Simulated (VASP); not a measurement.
# InSb (P4/mmm) in VASP: notebook

Runs on InSb. Level: PBEsol. Tasks: single point.

All numbers are computed with VASP 6.6.1; they aren't measurements. Logs are shortened: lines on timing, memory, paths and dates and some standing lists are left out, and cuts for length are marked.

## 1. The cell of the first run

Symmetry: P4/mmm, No. 123, tetragonal system. The conventional cell has a = 3.248 Å, b = 3.248 Å, c = 5.577 Å, α = 90.00°, β = 90.00°, γ = 90.00°. In (site symmetry 4/mmm) has 2 Sb at 2.79 Å and 4 In at 3.25 Å within 3.7 Å. Within 3.7 Å of Sb (site symmetry 4/mmm) lie 2 In at 2.79 Å and 4 Sb at 3.25 Å.

## 2. Single point, PBEsol

INCAR

```
SYSTEM = InSb
ALGO = Normal
EDIFF = 1E-6
ENCUT = 520
GGA = PS
ISIF = 2
ISMEAR = 0
LASPH = .TRUE.
LCHARG = .TRUE.
LELF = .TRUE.
LREAL = .FALSE.
LVHAR = .TRUE.
LWAVE = .FALSE.
NBANDS = 16
NELM = 80
PREC = Accurate
SIGMA = 0.15
```

KPOINTS

```
k-points
0
G
  18 18 10
  0 0 0
```

POSCAR

```
InSb
1.0
    3.2479248002      0.0000000000      0.0000000000
    0.0000000000      3.2479248002      0.0000000000
    0.0000000000      0.0000000000      5.5772475975
In Sb
1 1
Direct
    0.0000000000      0.0000000000      0.0000000000
    0.0000000000      0.0000000000      0.5000000000
```

Potentials or basis: VASP PAW PBE potentials, release 64 (In_d, Sb).

Run with:

```sh
cat potpaw_PBE.64/In_d/POTCAR potpaw_PBE.64/Sb/POTCAR > POTCAR
mpirun -np 1 vasp_std > vasp.out
```

OUTCAR:

```text
SYSTEM = InSb
   EDIFF = 1E-6
   ENCUT = 520
   GGA = PS
   ISIF = 2
   ISMEAR = 0
   LASPH = .TRUE.
   LREAL = .FALSE.
   NELM = 80
   PREC = Accurate

 ion  position               nearest neighbor table
   1  0.000  0.000  0.000-   2 2.79   2 2.79
   2  0.000  0.000  0.500-   1 2.79   1 2.79

  LATTYP: Found a simple tetragonal cell.
 ALAT       =     3.2479248002
 C/A-ratio  =     1.7171726381

  Lattice vectors:

 A1 = (   3.2479248002,   0.0000000000,   0.0000000000)
 A2 = (   0.0000000000,   3.2479248002,   0.0000000000)
 A3 = (   0.0000000000,   0.0000000000,   5.5772475975)

Analysis of symmetry for initial positions (statically):
=====================================================================
 Subroutine PRICEL returns:
 Original cell was already a primitive cell.

 Routine SETGRP: Setting up the symmetry group for a
 simple tetragonal supercell.

 Subroutine GETGRP returns: Found 16 space group operations
 (whereof 16 operations were pure point group operations)
 out of a pool of 16 trial point group operations.

The static configuration has the point symmetry D_4h.

Analysis of symmetry for dynamics (positions and initial velocities):
=====================================================================
 Subroutine PRICEL returns:
 Original cell was already a primitive cell.

 Routine SETGRP: Setting up the symmetry group for a
 simple tetragonal supercell.

 Subroutine GETGRP returns: Found 16 space group operations
 (whereof 16 operations were pure point group operations)
 out of a pool of 16 trial point group operations.

The dynamic configuration has the point symmetry D_4h.

 Subroutine INISYM returns: Found 16 space group operations
 (whereof 16 operations are pure point group operations),
 and found     1 'primitive' translations

----------------------------------------------------------------------------------------

                                     Primitive cell

  volume of cell :      58.8345

  direct lattice vectors                    reciprocal lattice vectors
     3.247924800  0.000000000  0.000000000     0.307888902  0.000000000  0.000000000
     0.000000000  3.247924800  0.000000000     0.000000000  0.307888902  0.000000000
     0.000000000  0.000000000  5.577247598     0.000000000  0.000000000  0.179299911

  length of vectors
     3.247924800  3.247924800  5.577247598     0.307888902  0.307888902  0.179299911

  position of ions in fractional coordinates (direct lattice)
     0.000000000  0.000000000  0.000000000
     0.000000000  0.000000000  0.500000000

  ion indices of the primitive-cell ions
   primitive index   ion index
                 1           1
                 2           2

----------------------------------------------------------------------------------------

 KPOINTS: k-points

Automatic generation of k-mesh.
 Grid dimensions read from file:
 generate k-points for:   18   18   10

 Generating k-lattice:

  Cartesian coordinates                     Fractional coordinates (reciprocal lattice)
     0.017104939  0.000000000  0.000000000     0.055555556  0.000000000  0.000000000
     0.000000000  0.017104939  0.000000000     0.000000000  0.055555556  0.000000000
     0.000000000  0.000000000  0.017929991     0.000000000  0.000000000  0.100000000

  Length of vectors
     0.017104939  0.017104939  0.017929991

  Shift w.r.t. Gamma in fractional coordinates (k-lattice)
     0.000000000  0.000000000  0.000000000

 Subroutine IBZKPT returns following result:
 ===========================================

 Found    330 irreducible k-points:

 Following reciprocal coordinates:
            Coordinates               Weight
  0.000000  0.000000  0.000000      1.000000
  0.055556  0.000000  0.000000      4.000000
  0.111111  0.000000  0.000000      4.000000
  0.166667  0.000000  0.000000      4.000000
  0.222222  0.000000  0.000000      4.000000
  0.277778  0.000000  0.000000      4.000000
[... 16 lines left out ...]
  0.277778  0.111111  0.000000      8.000000
  0.333333  0.111111  0.000000      8.000000
 [... further k-points ...]
   k-points           NKPTS =    330   k-points in BZ     NKDIM =    330   number of bands    NBANDS=     16
   number of dos      NEDOS =    301   number of ions     NIONS =      2
   total plane-waves  NPLWV =  24192
   dimension x,y,z NGX =    24 NGY =   24 NGZ =   42
   dimension x,y,z NGXF=    48 NGYF=   48 NGZF=   84
   ions per type =               1   1
   NGX,Y,Z   is equivalent  to a cutoff of  12.28, 12.28, 12.52 a.u.
   NGXF,Y,Z  is equivalent  to a cutoff of  24.57, 24.57, 25.04 a.u.
 SYSTEM =  InSb
   PREC   = accura    normal or accurate (medium, high low for compatibility)
   ISTART =      0    job   : 0-new  1-cont  2-samecut
   ICHARG =      2    charge: 1-file 2-atom 10-const
   ISPIN  =      1    spin polarized calculation?
   LNONCOLLINEAR =      F non collinear calculations
   LSORBIT =      F    spin-orbit coupling
   LASPH  =      T    aspherical Exc in radial PAW
   ENCUT  =  520.0 eV  38.22 Ry    6.18 a.u.   6.04  6.04 10.37*2*pi/ulx,y,z
   NELM   =     80;   NELMIN=  2; NELMDL= -5     # of ELM steps
   EDIFF  = 0.1E-05   stopping-criterion for ELM
   LREAL  =      F    real-space projection
   EDIFFG = 0.1E-04   stopping-criterion for IOM
   NSW    =      0    number of steps for IOM
   IBRION =     -1    ionic relax: 0-MD 1-quasi-New 2-CG
   NFREE  =      0    steps in history (QN), initial steepest desc. (CG)
   ISIF   =      2    stress and relaxation
   ISYM   =      2    0-nonsym 1-usesym 2-fastsym
   POTIM  = 0.5000    time-step for ionic-motion
   TEBEG  =    0.0;   TEEND  =   0.0 temperature during run
   PSTRESS=    0.0 pullay stress
   NELECT =      18.0000    total number of electrons
   NUPDOWN=      -1.0000    fix difference up-down
   EMIN   =  10.00;   EMAX   =-10.00  energy-range for DOS
   EFERMI =   0.00;   METHOD = LEGACY
   ISMEAR =     0;   SIGMA  =   0.15  broadening in eV -4-tet -1-fermi 0-gaus
   EFERMI_NEDOS =   21; number of points for ismear=-14 and -15
   IALGO  =     38    algorithm
   IMIX   =      4    mixing-type and parameters
     AMIX     =   0.40;   BMIX     =  1.00
     AMIX_MAG =   1.60;   BMIX_MAG =  1.00
  volume/ion in A,a.u.               =      29.42       198.52
  Fermi-wavevector in a.u.,A,eV,Ry     =   1.103117  2.084590 16.556493  1.216868
  Thomas-Fermi vector in A             =   2.239571
   LORBIT       =      0    0 simple, 1 ext, 2 COOP (PROOUT), +10 PAW based schemes
   GGA     = PS    functional components
   LHFCALC =     F    Hartree Fock is set to
   AEXX    =    0.0000 exact exchange contribution
   IVDW    =     0    specifies the selected vdW correction
   LEPSILON=     F    determine dielectric tensor
   LRPA    =     F    only Hartree local field effects (RPA)
 non-spin polarized calculation
 Gauss-broadening in eV      SIGMA  =   0.15
  energy-cutoff  :      520.00
  volume of cell :       58.83
 maximum number of plane-waves:      1616
   NGX = 13   NGY = 13   NGZ = 21

 number of electron      17.9999994 magnetization

 Free energy of the ion-electron system (eV)
  ---------------------------------------------------
  ext. energy  EPLUGINS =         0.00000000
  ---------------------------------------------------
  free energy    TOTEN  =        -7.13787920 eV

  energy without entropy =       -7.12666473  energy(sigma->0) =       -7.13227197

 E-fermi :   6.5748     XC(G=0):  -9.7774

 val. band max:        6.5745845153   @ k =   0.5000   0.3889   0.3000
 cond. band min:       6.5786400991   @ k =   0.5000   0.2222   0.0000
 fundamental gap:      0.0040555838
 Fermi energy:         6.5747518723

 k-point     1 :       0.0000    0.0000    0.0000
  band No.  band energies     occupation
      1      -8.2747      2.00000
      2      -8.2345      2.00000
      3      -7.8884      2.00000
      4      -7.8884      2.00000
      5      -7.7963      2.00000
      6      -4.8277      2.00000
[... 8 lines left out ...]
     15      14.9090      0.00000
     16      17.1876      0.00000

 k-point     2 :       0.0556    0.0000    0.0000
  band No.  band energies     occupation
      1      -8.2711      2.00000
      2      -8.2266      2.00000
      3      -7.8933      2.00000
      4      -7.8880      2.00000
      5      -7.7999      2.00000
      6      -4.7883      2.00000
[... 8 lines left out ...]
     15      14.8906      0.00000
     16      16.5458      0.00000

 k-point     3 :       0.1111    0.0000    0.0000
  band No.  band energies     occupation
      1      -8.2629      2.00000
      2      -8.2014      2.00000
      3      -7.9073      2.00000
      4      -7.8869      2.00000
      5      -7.8102      2.00000
      6      -4.6705      2.00000
[... 8 lines left out ...]
     15      15.4749      0.00000
     16      15.7624      0.00000

 k-point     4 :       0.1667    0.0000    0.0000
  band No.  band energies     occupation
      1      -8.2535      2.00000
      2      -8.1600      2.00000
      3      -7.9285      2.00000
      4      -7.8852      2.00000
      5      -7.8259      2.00000
      6      -4.4767      2.00000
[... 8 lines left out ...]
     15      15.6645      0.00000
     16      16.9000      0.00000

 k-point     5 :       0.2222    0.0000    0.0000
  band No.  band energies     occupation
      1      -8.2437      2.00000
      2      -8.1077      2.00000
      3      -7.9543      2.00000
      4      -7.8830      2.00000
      5      -7.8450      2.00000
      6      -4.2123      2.00000
[... 8 lines left out ...]
     15      15.8691      0.00000
     16      18.0904      0.00000

 k-point     6 :       0.2778    0.0000    0.0000
  band No.  band energies     occupation
      1      -8.2342      2.00000
      2      -8.0514      2.00000
      3      -7.9814      2.00000
      4      -7.8807      2.00000
      5      -7.8653      2.00000
      6      -3.8878      2.00000
[... 8 lines left out ...]
     15      16.1732      0.00000
     16      18.3967      0.00000

 k-point     7 :       0.3333    0.0000    0.0000
  band No.  band energies     occupation
      1      -8.2257      2.00000
      2      -8.0067      2.00000
      3      -7.9984      2.00000
      4      -7.8843      2.00000
      5      -7.8785      2.00000
      6      -3.5240      2.00000
[... 8 lines left out ...]
     15      16.5170      0.00000
     16      18.7114      0.00000

 k-point     8 :       0.3889    0.0000    0.0000
  band No.  band energies     occupation
      1      -8.2189      2.00000
      2      -8.0270      2.00000
      3      -7.9550      2.00000
      4      -7.8996      2.00000
      5      -7.8768      2.00000
      6      -3.1612      2.00000
[... 8 lines left out ...]
     15      16.8488      0.00000
     16      18.0057      0.00000

 k-point     9 :       0.4444    0.0000    0.0000
  band No.  band energies     occupation
      1      -8.2146      2.00000
      2      -8.0402      2.00000
      3      -7.9267      2.00000
      4      -7.9096      2.00000
      5      -7.8756      2.00000
      6      -2.8725      2.00000
[... 8 lines left out ...]
     15      17.1007      0.00000
     16      17.3595      0.00000
[... 172 lines left out ...]
 k-point    19 :       0.5000    0.0556    0.0000
  band No.  band energies     occupation
      1      -8.2056      2.00000
      2      -8.0440      2.00000
      3      -7.9184      2.00000
      4      -7.9118      2.00000
      5      -7.8797      2.00000
      6      -2.7191      2.00000
[... 8 lines left out ...]
     15      16.7685      0.00000
     16      17.1816      0.00000

 k-point    20 :       0.1111    0.1111    0.0000
  band No.  band energies     occupation
      1      -8.2445      2.00000
      2      -8.1746      2.00000
      3      -7.9072      2.00000
      4      -7.9039      2.00000
      5      -7.8249      2.00000
      6      -4.5135      2.00000
[... 8 lines left out ...]
     15      15.7171      0.00000
     16      15.8010      0.00000

 k-point    21 :       0.1667    0.1111    0.0000
  band No.  band energies     occupation
      1      -8.2306      2.00000
      2      -8.1372      2.00000
      3      -7.9269      2.00000
      4      -7.9034      2.00000
      5      -7.8415      2.00000
      6      -4.3201      2.00000
[... 8 lines left out ...]
     15      15.7355      0.00000
     16      16.1654      0.00000

 k-point    22 :       0.2222    0.1111    0.0000
  band No.  band energies     occupation
      1      -8.2181      2.00000
      2      -8.0869      2.00000
      3      -7.9523      2.00000
      4      -7.9011      2.00000
      5      -7.8617      2.00000
      6      -4.0561      2.00000
[... 8 lines left out ...]
     15      15.9218      0.00000
     16      16.4393      0.00000

 k-point    23 :       0.2778    0.1111    0.0000
  band No.  band energies     occupation
      1      -8.2071      2.00000
      2      -8.0313      2.00000
      3      -7.9792      2.00000
      4      -7.8987      2.00000
      5      -7.8832      2.00000
      6      -3.7321      2.00000
[... 8 lines left out ...]
     15      16.0220      0.00000
     16      16.7734      0.00000

 k-point    24 :       0.3333    0.1111    0.0000
  band No.  band energies     occupation
      1      -8.1978      2.00000
      2      -8.0042      2.00000
      3      -7.9783      2.00000
      4      -7.9032      2.00000
      5      -7.8963      2.00000
      6      -3.3688      2.00000
[... 8 lines left out ...]
     15      16.1489      0.00000
     16      17.1256      0.00000

 [... further k-points ...]

------------------------ aborting loop because EDIFF is reached ----------------------------------------

  FORCE on cell =-STRESS in cart. coord.  units (eV):
  Direction    XX          YY          ZZ          XY          YZ          ZX
  --------------------------------------------------------------------------------------
  -------------------------------------------------------------------------------------
  Total       -1.9157098     -1.9157098      4.0961622      0.0000000      0.0000000      0.0000000
  in kB      -52.1685106    -52.1685106    111.5464806      0.0000000      0.0000000      0.0000000
  external PRESSURE =       2.4031531 kB  Pullay stress =       0.0000000 kB

 VOLUME and BASIS-vectors are now :
 -----------------------------------------------------------------------------
  energy-cutoff  :      520.00
  volume of cell :       58.83
      direct lattice vectors                 reciprocal lattice vectors
     3.247924800  0.000000000  0.000000000     0.307888902  0.000000000  0.000000000
     0.000000000  3.247924800  0.000000000     0.000000000  0.307888902  0.000000000
     0.000000000  0.000000000  5.577247598     0.000000000  0.000000000  0.179299911

 POSITION                                       TOTAL-FORCE (eV/Angst)
 -----------------------------------------------------------------------------------
      0.00000      0.00000      0.00000         0.000000      0.000000      0.000000
      0.00000      0.00000      2.78862         0.000000      0.000000      0.000000
 -----------------------------------------------------------------------------------
    total drift:                                0.000000     -0.000000     -0.000000

  FREE ENERGIE OF THE ION-ELECTRON SYSTEM (eV)
  ---------------------------------------------------
  free  energy   TOTEN  =        -7.1378792018 eV

  energy  without entropy=       -7.1266647348  energy(sigma->0) =       -7.13227197
```

Wall time 77 s (1 thread of Intel Xeon 6975P-C (Granite Rapids), shared host); peak memory 0.42 GiB.

Results:

| Quantity | Value |
| --- | --- |
| Free energy | -7.1379 eV |
| Pressure | 0.2 GPa |
| Band gap on the k mesh | zero (bands 9 and 10 overlap by 4.95 eV) |

Caveat: the PAW data sets were made with another functional, which shifts forces and pressure a little; spin-orbit coupling is left out, which moves the levels of the heavy elements.

(Continued in part 2 of 2.)
